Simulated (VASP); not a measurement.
# ReS: single point with r2SCAN

The system is ReS.

```xyz
4
Lattice="3.6555 0.0000 0.0000 -1.8277 3.1657 0.0000 0.0000 0.0000 5.1860" Properties=species:S:1:pos:R:3 pbc="T T T"
Re    0.0000    0.0000    0.0000
Re    0.0000    0.0000    2.5930
S     0.0000    2.1105    1.2965
S     1.8277    1.0552    3.8895
```

- Program: VASP 6.6.1
- Task: single point
- Functional: r2SCAN
- Potentials or basis: VASP PAW PBE potentials, release 64 (Re, S)
- Cutoff: 520 eV
- k mesh: 12 × 12 × 8
- Occupations: gaussian, width 0.1 eV
- Spin: collinear spin
- Starting moments: [2.0, -2.0, 0.0, 0.0] μB
- Dipole correction: no
- Further INCAR settings: ALGO = Normal; EDIFF = 1e-06; NBANDS = 25

```json
{
 "Pressure": "1.4 GPa",
 "Band gap on the k mesh": "zero (filled and empty bands overlap)",
 "Net moment": "0.00 μB per cell",
 "Valence electrons inside the program's atomic spheres": "Re 6.08; S 3.67"
}
```

Stress tensor (GPa, compression positive):
```
1.45 0.00 0.00
0.00 1.45 0.00
0.00 0.00 1.24
```

Levels at points of the mesh, in eV from the Fermi level:
Spin up:
| k point | band 10 | band 11 | band 12 | band 13 | band 14 | band 15 | band 16 | band 17 |
| --- | --- | --- | --- | --- | --- | --- | --- | --- |
| (0.00, 0.00, 0.00) | -3.57 | -2.50 | -2.30 | -2.30 | 1.35 | 1.35 | 2.37 | 3.22 |
| (0.50, 0.00, 0.00) | -1.85 | -1.18 | -0.31 | -0.27 | 0.71 | 1.17 | 1.59 | 4.02 |
| (0.00, 0.00, 0.50) | -2.19 | -2.19 | -2.19 | -1.85 | -1.85 | 2.41 | 2.41 | 2.41 |
| (0.50, 0.00, 0.50) | -2.61 | -0.67 | -0.67 | -0.51 | -0.51 | 1.46 | 1.46 | 3.14 |
Spin down:
| k point | band 11 | band 12 | band 13 | band 14 | band 15 | band 16 |
| --- | --- | --- | --- | --- | --- | --- |
| (0.00, 0.00, 0.00) | -2.50 | -2.30 | -2.30 | 1.35 | 1.35 | 2.37 |
| (0.50, 0.00, 0.00) | -1.18 | -0.31 | -0.27 | 0.71 | 1.17 | 1.59 |
| (0.00, 0.00, 0.50) | -2.19 | -2.19 | -1.85 | -1.85 | 2.41 | 2.41 |
| (0.50, 0.00, 0.50) | -0.67 | -0.67 | -0.51 | -0.51 | 1.46 | 1.46 |

Wall time 20 min on 1 thread of Oxide Virtual Turin-like Processor, on a shared host, peak memory 0.32 GiB.

Caveat: the PAW data sets were made with another functional, which shifts forces and pressure a little; spin-orbit coupling is left out, which moves the levels of the heavy elements.
